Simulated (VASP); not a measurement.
Here is a VASP 6.6.1 calculation.

INCAR

```
PREC = Accurate ; ENCUT = 520
EDIFF = 1E-8 ; ISMEAR = -1
SIGMA = 0.03 ; LREAL = F
LASPH = T ; NELM = 100
ALGO = Normal ; ISIF = 2
LWAVE = F ; LCHARG = F
GGA = PS ; LEFG = T
NBANDS = 12
```

Contents of KPOINTS:

```
regular mesh
0
Gamma
  17 17 17
```

POSCAR

```
Cu
1.0
    0.0000000000      1.8194705475      1.8194705475
    1.8194705475      0.0000000000      1.8194705475
    1.8194705475      1.8194705475      0.0000000000
Cu
1
Direct
    0.0000000000      0.0000000000      0.0000000000
```

Potentials or basis: VASP PAW PBE potentials, release 64 (Cu).

The run is started by

```bash
$ cat potpaw_PBE.64/Cu/POTCAR > POTCAR
$ mpirun -np 1 vasp_std > vasp.out
```

(1) Estimate the pressure.

Answers

(1) -8.5 GPa.

Caveat: without QUAD_EFG the Cq values of the log hold for a quadrupole moment of 1 mb, not for the nuclei; the PAW data sets were made with another functional, which shifts forces and pressure a little.
